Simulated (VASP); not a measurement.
# Ge3N4 (P6_3/m) in VASP: a series of runs

Ge3N4 is run at these levels: PBE; tasks: electric field gradients.

Program: VASP 6.6.1. These are calculated values, not measurements. Logs are shortened: lines on timing, memory, paths and dates and some standing lists are left out, and cuts for length are marked.

## 1. The cell of the first run

The structure is hexagonal, space group P6_3/m (No. 176). The conventional cell has a = 8.051 Å, b = 8.051 Å, c = 3.084 Å, α = 90.00°, β = 90.00°, γ = 120.00°. Within 2.4 Å of Ge (site symmetry m) lie 4 N at 1.83 to 1.85 Å. Within 2.4 Å of N (site symmetry -6) lie 3 Ge at 1.83 Å. Within 2.4 Å of N (site symmetry m) lie 3 Ge at 1.84 to 1.85 Å.

## 2. Electric field gradients, PBE

The input, INCAR:

```
PREC = Accurate
ENCUT = 520
EDIFF = 1E-8
ISMEAR = -1
SIGMA = 0.02
LREAL = False
LASPH = True
NELM = 120
ALGO = Normal
ISIF = 2
LWAVE = False
LCHARG = False
GGA = PE
LEFG = True
NBANDS = 75
GGA_COMPAT = False
```

The input, KPOINTS:

```
Automatic mesh
0
Gamma
  4 4 9
```

The input, POSCAR:

```
Ge3N4
1.0
    8.0509314886      0.0000000000      0.0000000000
   -4.0254657443      6.9723111933      0.0000000000
    0.0000000000      0.0000000000      3.0835213900
Ge N
6 8
Direct
    0.8291483000      0.2354845000      0.7500000000
    0.5936638000      0.8291483000      0.2500000000
    0.2354845000      0.4063362000      0.2500000000
    0.7645155000      0.5936638000      0.7500000000
    0.4063362000      0.1708517000      0.7500000000
    0.1708517000      0.7645155000      0.2500000000
    0.6666666667      0.3333333333      0.7500000000
    0.3333333333      0.6666666667      0.2500000000
    0.6696316000      0.9727169800      0.7500000000
    0.6969146200      0.6696316000      0.2500000000
    0.9727169800      0.3030853800      0.2500000000
    0.0272830200      0.6969146200      0.7500000000
    0.3303684000      0.0272830200      0.2500000000
    0.3030853800      0.3303684000      0.7500000000
```

Potentials or basis: VASP PAW PBE potentials, release 64 (Ge_d, N).

Started as:

```console
$ cat potpaw_PBE.64/Ge_d/POTCAR potpaw_PBE.64/N/POTCAR > POTCAR
$ mpirun -np 1 vasp_std > vasp.out
```

OUTCAR:

```text
PREC = Accurate
   ENCUT = 520
   EDIFF = 1E-8
   ISMEAR = -1
   LREAL = False
   LASPH = True
   NELM = 120
   ISIF = 2
   GGA = PE

 ion  position               nearest neighbor table
   1  0.829  0.235  0.750-   7 1.83  11 1.84  11 1.84   9 1.85
   2  0.594  0.829  0.250-   8 1.83   9 1.84   9 1.84  10 1.85
   3  0.235  0.406  0.250-   8 1.83  14 1.84  14 1.84  11 1.85
   4  0.765  0.594  0.750-   7 1.83  10 1.84  10 1.84  12 1.85
   5  0.406  0.171  0.750-   7 1.83  13 1.84  13 1.84  14 1.85
   6  0.171  0.765  0.250-   8 1.83  12 1.84  12 1.84  13 1.85
   7  0.667  0.333  0.750-   1 1.83   5 1.83   4 1.83
   8  0.333  0.667  0.250-   6 1.83   2 1.83   3 1.83
   9  0.670  0.973  0.750-   2 1.84   2 1.84   1 1.85
  10  0.697  0.670  0.250-   4 1.84   4 1.84   2 1.85
  11  0.973  0.303  0.250-   1 1.84   1 1.84   3 1.85
  12  0.027  0.697  0.750-   6 1.84   6 1.84   4 1.85
  13  0.330  0.027  0.250-   5 1.84   5 1.84   6 1.85
  14  0.303  0.330  0.750-   3 1.84   3 1.84   5 1.85

  LATTYP: Found a hexagonal cell.
 ALAT       =     8.0509314886
 C/A-ratio  =     0.3830018172

  Lattice vectors:

 A1 = (   8.0509314886,   0.0000000000,   0.0000000000)
 A2 = (  -4.0254657443,   6.9723111933,   0.0000000000)
 A3 = (   0.0000000000,   0.0000000000,   3.0835213900)

Analysis of symmetry for initial positions (statically):
=====================================================================
 Subroutine PRICEL returns:
 Original cell was already a primitive cell.

 Routine SETGRP: Setting up the symmetry group for a
 hexagonal supercell.

 Subroutine GETGRP returns: Found 12 space group operations
 (whereof  6 operations were pure point group operations)
 out of a pool of 24 trial point group operations.

The static configuration has the point symmetry S_6 .
 The point group associated with its full space group is C_6h.

Analysis of symmetry for dynamics (positions and initial velocities):
=====================================================================
 Subroutine PRICEL returns:
 Original cell was already a primitive cell.

 Routine SETGRP: Setting up the symmetry group for a
 hexagonal supercell.

 Subroutine GETGRP returns: Found 12 space group operations
 (whereof  6 operations were pure point group operations)
 out of a pool of 24 trial point group operations.

The dynamic configuration has the point symmetry S_6 .
 The point group associated with its full space group is C_6h.

[... 1734 lines left out ...]
      5.72748      1.64187      2.31264         0.046398      0.025041      0.000000
      1.44184      5.78108      0.77088         0.001513      0.052703      0.000000
      0.26018      2.83310      0.77088         0.044886     -0.027661      0.000000
      3.76529      4.13921      2.31264        -0.044886      0.027661      0.000000
      2.58363      1.19123      2.31264        -0.001513     -0.052703     -0.000000
     -1.70202      5.33044      0.77088        -0.046398     -0.025041     -0.000000
      4.02547      2.32410      2.31264        -0.000000      0.000000     -0.000000
     -0.00000      4.64821      0.77088        -0.000000      0.000000      0.000000
      1.47552      6.78209      2.31264        -0.010872      0.017834      0.000000
      2.91523      4.66888      0.77088        -0.020881     -0.000498      0.000000
      6.61122      2.11321      0.77088         0.010009      0.018332     -0.000000
     -2.58575      4.85911      2.31264        -0.010009     -0.018332      0.000000
      2.54995      0.19023      0.77088         0.010872     -0.017834     -0.000000
      1.11023      2.30343      2.31264         0.020881      0.000498     -0.000000
 -----------------------------------------------------------------------------------
    total drift:                                0.000000     -0.000000      0.000000

  FREE ENERGIE OF THE ION-ELECTRON SYSTEM (eV)
  ---------------------------------------------------
  free  energy   TOTEN  =       -94.1982054025 eV

  energy  without entropy=      -94.1982054025  energy(sigma->0) =      -94.19820540

 Electric field gradients (V/A^2)
---------------------------------------------------------------------
 ion       V_xx      V_yy      V_zz      V_xy      V_xz      V_yz
---------------------------------------------------------------------
   1     -12.319    19.918    -7.599    12.583     0.000    -0.000
   2       0.962     6.638    -7.599   -20.254     0.000     0.000
   3      22.759   -15.161    -7.598     7.666     0.000    -0.000
   4      22.759   -15.161    -7.598     7.666    -0.000    -0.000
   5       0.962     6.638    -7.599   -20.254     0.000    -0.000
   6     -12.319    19.918    -7.599    12.583    -0.000    -0.000
   7      39.559    39.560   -79.119    -0.000     0.000    -0.000
   8      39.559    39.560   -79.119    -0.000     0.000     0.000
   9     -79.420    36.626    42.794     7.970    -0.000     0.000
  10       0.713   -43.507    42.795   -54.235     0.000     0.000
  11      14.516   -57.310    42.794    46.264    -0.000     0.000
  12      14.516   -57.310    42.794    46.264     0.000     0.000
  13     -79.420    36.626    42.794     7.970     0.000     0.000
  14       0.713   -43.507    42.795   -54.235     0.000     0.000
---------------------------------------------------------------------

 Electric field gradients after diagonalization (V/A^2)
 (convention: |V_zz| > |V_xx| > |V_yy|)
----------------------------------------------------------------------
 ion       V_xx      V_yy      V_zz     asymmetry (V_yy - V_xx)/ V_zz
----------------------------------------------------------------------
   1     -16.649    -7.599    24.248       0.373
   2     -16.652    -7.599    24.251       0.373
   3     -16.652    -7.598    24.250       0.373
   4     -16.652    -7.598    24.250       0.373
   5     -16.652    -7.599    24.251       0.373
   6     -16.649    -7.599    24.248       0.373
   7      39.560    39.559   -79.119       0.000
   8      39.560    39.559   -79.119       0.000
   9      42.794    37.171   -79.965       0.070
  10      42.795    37.171   -79.966       0.070
  11      42.794    37.170   -79.964       0.070
  12      42.794    37.170   -79.964       0.070
  13      42.794    37.171   -79.965       0.070
  14      42.795    37.171   -79.966       0.070
----------------------------------------------------------------------

           NMR quadrupolar parameters

 Cq : quadrupolar parameter    Cq=e*Q*V_zz/h
 eta: asymmetry parameters     (V_yy - V_xx)/ V_zz
 Q  : nuclear electric quadrupole moment in mb (millibarn)
----------------------------------------------------------------------
 ion       Cq(MHz)       eta       Q (mb)
----------------------------------------------------------------------
   1       0.059       0.373       1.000
   2       0.059       0.373       1.000
   3       0.059       0.373       1.000
   4       0.059       0.373       1.000
   5       0.059       0.373       1.000
   6       0.059       0.373       1.000
   7      -0.191       0.000       1.000
   8      -0.191       0.000       1.000
   9      -0.193       0.070       1.000
  10      -0.193       0.070       1.000
  11      -0.193       0.070       1.000
  12      -0.193       0.070       1.000
  13      -0.193       0.070       1.000
  14      -0.193       0.070       1.000
----------------------------------------------------------------------
```

OSZICAR:

```text
N       E                     dE             d eps       ncg     rms          rms(c)
DAV:   1     0.199063289245E+04    0.19906E+04   -0.52369E+04  4056   0.438E+03
DAV:   2     0.387239179808E+03   -0.16034E+04   -0.15170E+04  3000   0.121E+03
DAV:   3    -0.593401568509E+02   -0.44658E+03   -0.42801E+03  3292   0.311E+02
[... 12 lines left out ...]
DAV:  16    -0.941982054218E+02    0.87915E-07   -0.45236E-07  4056   0.334E-03    0.107E-03
DAV:  17    -0.941982053215E+02    0.10032E-06   -0.93948E-08  3048   0.230E-03    0.385E-04
DAV:  18    -0.941982053863E+02   -0.64814E-07   -0.22626E-08  2416   0.182E-03    0.195E-04
DAV:  19    -0.941982054056E+02   -0.19343E-07   -0.10500E-08  2136   0.418E-04    0.103E-04
DAV:  20    -0.941982054025E+02    0.31105E-08   -0.12739E-09  1896   0.277E-04
   1 F= -.94198205E+02 E0= -.94198205E+02  d E =-.220526E-12
```

It took 5.3 min on 1 thread of Intel Xeon Platinum 8259CL at 2.50GHz (Skylake/Cascade Lake), shared host; peak memory 0.36 GiB.

Results:

* Free energy: -94.1982 eV
* Pressure: 5.1 GPa
* Largest force: 0.053 eV/Å
* Band gap on the k mesh: 2.17 eV
* Largest electric field gradient by atom: Ge +24.2, +24.3 (each value once); N -79.1, -80.0 (each value once) V/Å²

Forces in eV/Å, atoms in the order of the input:
```
Ge   0.046  0.025  0.000
Ge   0.002  0.053  0.000
Ge   0.045 -0.028  0.000
Ge  -0.045  0.028  0.000
Ge  -0.002 -0.053  0.000
Ge  -0.046 -0.025  0.000
N    0.000  0.000  0.000
N    0.000  0.000  0.000
N   -0.011  0.018  0.000
N   -0.021  0.000  0.000
N    0.010  0.018  0.000
N   -0.010 -0.018  0.000
N    0.011 -0.018  0.000
N    0.021  0.000  0.000
```

Stress tensor (GPa, compression positive):
```
5.02 0.00 0.00
0.00 5.02 0.00
0.00 0.00 5.37
```

Levels at points of the mesh, in eV from the valence-band top:
```csv
k point,band 60,band 61,band 62,band 63,band 64,band 65
"(0.00, 0.00, 0.00)",-0.45,-0.23,0.00,2.17,3.50,3.50
"(0.50, 0.00, 0.00)",-0.51,-0.11,-0.05,3.25,3.49,3.89
```

Electric field gradients, principal values (V/Å²):
```
atom   least   middle  greatest (by size)
1 Ge  -7.599  -16.649              24.248
2 Ge  -7.599  -16.652              24.251
3 Ge  -7.598  -16.652              24.250
4 Ge  -7.598  -16.652              24.250
5 Ge  -7.599  -16.652              24.251
6 Ge  -7.599  -16.649              24.248
 7 N  39.559   39.560             -79.119
 8 N  39.559   39.560             -79.119
 9 N  37.171   42.794             -79.965
10 N  37.171   42.795             -79.966
11 N  37.170   42.794             -79.964
12 N  37.170   42.794             -79.964
13 N  37.171   42.794             -79.965
14 N  37.171   42.795             -79.966
```

Caveat: the cell stands under pressure; without QUAD_EFG the Cq values of the log hold for a quadrupole moment of 1 mb, not for the nuclei.

## 3. Electric field gradients, PBE

The input, INCAR:

```
SYSTEM = Ge3N4
PREC = Accurate ; ENCUT = 520
EDIFF = 1E-8 ; ISMEAR = -1
SIGMA = 0.02 ; LREAL = .False.
LASPH = .True. ; NELM = 120
ALGO = Normal ; ISIF = 2
LWAVE = .False. ; LCHARG = .False.
GGA = PE ; LEFG = .True.
NBANDS = 75 ; GGA_COMPAT = .False.
```

The input, KPOINTS:

```
regular mesh
0
Gamma
  4 4 9
  0 0 0
```

POSCAR is that of step 2.

Potentials or basis: VASP PAW PBE potentials, release 64 (Ge_d, N).

Started as:

```console
$ cat potpaw_PBE.64/Ge_d/POTCAR potpaw_PBE.64/N/POTCAR > POTCAR
$ mpirun -np 1 vasp_std > vasp.out
```

OUTCAR:

```text
SYSTEM = Ge3N4
   PREC = Accurate
   ENCUT = 520
   EDIFF = 1E-8
   ISMEAR = -1
   LREAL = .False.
   LASPH = .True.
   NELM = 120
   ISIF = 2
   GGA = PE

 ion  position               nearest neighbor table
   1  0.829  0.235  0.750-   7 1.83  11 1.84  11 1.84   9 1.85
   2  0.594  0.829  0.250-   8 1.83   9 1.84   9 1.84  10 1.85
   3  0.235  0.406  0.250-   8 1.83  14 1.84  14 1.84  11 1.85
   4  0.765  0.594  0.750-   7 1.83  10 1.84  10 1.84  12 1.85
   5  0.406  0.171  0.750-   7 1.83  13 1.84  13 1.84  14 1.85
   6  0.171  0.765  0.250-   8 1.83  12 1.84  12 1.84  13 1.85
   7  0.667  0.333  0.750-   1 1.83   5 1.83   4 1.83
   8  0.333  0.667  0.250-   6 1.83   2 1.83   3 1.83
   9  0.670  0.973  0.750-   2 1.84   2 1.84   1 1.85
  10  0.697  0.670  0.250-   4 1.84   4 1.84   2 1.85
  11  0.973  0.303  0.250-   1 1.84   1 1.84   3 1.85
  12  0.027  0.697  0.750-   6 1.84   6 1.84   4 1.85
  13  0.330  0.027  0.250-   5 1.84   5 1.84   6 1.85
  14  0.303  0.330  0.750-   3 1.84   3 1.84   5 1.85

  LATTYP: Found a hexagonal cell.
 ALAT       =     8.0509314886
 C/A-ratio  =     0.3830018172

  Lattice vectors:

 A1 = (   8.0509314886,   0.0000000000,   0.0000000000)
 A2 = (  -4.0254657443,   6.9723111933,   0.0000000000)
 A3 = (   0.0000000000,   0.0000000000,   3.0835213900)

Analysis of symmetry for initial positions (statically):
=====================================================================
 Subroutine PRICEL returns:
 Original cell was already a primitive cell.

 Routine SETGRP: Setting up the symmetry group for a
 hexagonal supercell.

 Subroutine GETGRP returns: Found 12 space group operations
 (whereof  6 operations were pure point group operations)
 out of a pool of 24 trial point group operations.

The static configuration has the point symmetry S_6 .
 The point group associated with its full space group is C_6h.

[... 1760 lines left out ...]
     -2.58575      4.85911      2.31264        -0.010009     -0.018332     -0.000000
      2.54995      0.19023      0.77088         0.010872     -0.017834     -0.000000
      1.11023      2.30343      2.31264         0.020881      0.000498     -0.000000
 -----------------------------------------------------------------------------------
    total drift:                                0.000000     -0.000000      0.000000

  FREE ENERGIE OF THE ION-ELECTRON SYSTEM (eV)
  ---------------------------------------------------
  free  energy   TOTEN  =       -94.1982054024 eV

  energy  without entropy=      -94.1982054024  energy(sigma->0) =      -94.19820540

 Electric field gradients (V/A^2)
---------------------------------------------------------------------
 ion       V_xx      V_yy      V_zz      V_xy      V_xz      V_yz
---------------------------------------------------------------------
   1     -12.319    19.918    -7.599    12.583     0.000    -0.000
   2       0.962     6.638    -7.599   -20.254     0.000     0.000
   3      22.759   -15.161    -7.598     7.666     0.000    -0.000
   4      22.759   -15.161    -7.598     7.666    -0.000    -0.000
   5       0.962     6.638    -7.599   -20.254     0.000     0.000
   6     -12.319    19.918    -7.599    12.583    -0.000    -0.000
   7      39.559    39.560   -79.119    -0.000     0.000    -0.000
   8      39.559    39.560   -79.119    -0.000     0.000     0.000
   9     -79.420    36.626    42.794     7.970    -0.000     0.000
  10       0.713   -43.507    42.795   -54.235     0.000     0.000
  11      14.516   -57.310    42.794    46.264    -0.000     0.000
  12      14.516   -57.310    42.794    46.264     0.000     0.000
  13     -79.420    36.626    42.794     7.970     0.000     0.000
  14       0.713   -43.507    42.795   -54.235     0.000     0.000
---------------------------------------------------------------------

 Electric field gradients after diagonalization (V/A^2)
 (convention: |V_zz| > |V_xx| > |V_yy|)
----------------------------------------------------------------------
 ion       V_xx      V_yy      V_zz     asymmetry (V_yy - V_xx)/ V_zz
----------------------------------------------------------------------
   1     -16.649    -7.599    24.248       0.373
   2     -16.652    -7.599    24.251       0.373
   3     -16.652    -7.598    24.250       0.373
   4     -16.652    -7.598    24.250       0.373
   5     -16.652    -7.599    24.251       0.373
   6     -16.649    -7.599    24.248       0.373
   7      39.560    39.559   -79.119       0.000
   8      39.560    39.559   -79.119       0.000
   9      42.794    37.171   -79.965       0.070
  10      42.795    37.171   -79.966       0.070
  11      42.794    37.170   -79.964       0.070
  12      42.794    37.170   -79.964       0.070
  13      42.794    37.171   -79.965       0.070
  14      42.795    37.171   -79.966       0.070
----------------------------------------------------------------------

           NMR quadrupolar parameters

 Cq : quadrupolar parameter    Cq=e*Q*V_zz/h
 eta: asymmetry parameters     (V_yy - V_xx)/ V_zz
 Q  : nuclear electric quadrupole moment in mb (millibarn)
----------------------------------------------------------------------
 ion       Cq(MHz)       eta       Q (mb)
----------------------------------------------------------------------
   1       0.059       0.373       1.000
   2       0.059       0.373       1.000
   3       0.059       0.373       1.000
   4       0.059       0.373       1.000
   5       0.059       0.373       1.000
   6       0.059       0.373       1.000
   7      -0.191       0.000       1.000
   8      -0.191       0.000       1.000
   9      -0.193       0.070       1.000
  10      -0.193       0.070       1.000
  11      -0.193       0.070       1.000
  12      -0.193       0.070       1.000
  13      -0.193       0.070       1.000
  14      -0.193       0.070       1.000
----------------------------------------------------------------------
```

OSZICAR:

```text
N       E                     dE             d eps       ncg     rms          rms(c)
DAV:   1     0.199063289251E+04    0.19906E+04   -0.52369E+04  4056   0.438E+03
DAV:   2     0.387239179863E+03   -0.16034E+04   -0.15170E+04  3000   0.121E+03
DAV:   3    -0.593401568392E+02   -0.44658E+03   -0.42801E+03  3292   0.311E+02
[... 12 lines left out ...]
DAV:  16    -0.941982054218E+02    0.88010E-07   -0.45237E-07  4056   0.334E-03    0.107E-03
DAV:  17    -0.941982053215E+02    0.10034E-06   -0.93946E-08  3048   0.230E-03    0.385E-04
DAV:  18    -0.941982053861E+02   -0.64549E-07   -0.22623E-08  2416   0.182E-03    0.195E-04
DAV:  19    -0.941982054055E+02   -0.19492E-07   -0.10486E-08  2136   0.418E-04    0.103E-04
DAV:  20    -0.941982054024E+02    0.31214E-08   -0.12741E-09  1896   0.277E-04
   1 F= -.94198205E+02 E0= -.94198205E+02  d E =-.220526E-12
```

Run time: 11 min. Hardware: 1 thread of AMD EPYC 7R13, shared host; peak memory 0.34 GiB.

What came out:

```
Free energy                             : -94.1982 eV
Pressure                                : 5.1 GPa
Largest force                           : 0.053 eV/Å
Band gap on the k mesh                  : 2.17 eV
Largest electric field gradient by atom : Ge +24.2, +24.3 (each value once); N -79.1, -80.0 (each value once) V/Å²
```

Forces on the atoms (eV/Å):
```
Ge   0.046  0.025  0.000
Ge   0.002  0.053  0.000
Ge   0.045 -0.028  0.000
Ge  -0.045  0.028  0.000
Ge  -0.002 -0.053  0.000
Ge  -0.046 -0.025  0.000
N    0.000  0.000  0.000
N    0.000  0.000  0.000
N   -0.011  0.018  0.000
N   -0.021  0.000  0.000
N    0.010  0.018  0.000
N   -0.010 -0.018  0.000
N    0.011 -0.018  0.000
N    0.021  0.000  0.000
```

Stress tensor (GPa, compression positive):
```
5.02 0.00 0.00
0.00 5.02 0.00
0.00 0.00 5.37
```

Electric field gradients, principal values (V/Å²):
| atom | least | middle | greatest (by size) |
| --- | --- | --- | --- |
| 1 Ge | -7.599 | -16.649 | 24.248 |
| 2 Ge | -7.599 | -16.652 | 24.251 |
| 3 Ge | -7.598 | -16.652 | 24.250 |
| 4 Ge | -7.598 | -16.652 | 24.250 |
| 5 Ge | -7.599 | -16.652 | 24.251 |
| 6 Ge | -7.599 | -16.649 | 24.248 |
| 7 N | 39.559 | 39.560 | -79.119 |
| 8 N | 39.559 | 39.560 | -79.119 |
| 9 N | 37.171 | 42.794 | -79.965 |
| 10 N | 37.171 | 42.795 | -79.966 |
| 11 N | 37.170 | 42.794 | -79.964 |
| 12 N | 37.170 | 42.794 | -79.964 |
| 13 N | 37.171 | 42.794 | -79.965 |
| 14 N | 37.171 | 42.795 | -79.966 |

Caveat: the cell stands under pressure; without QUAD_EFG the Cq values of the log hold for a quadrupole moment of 1 mb, not for the nuclei.
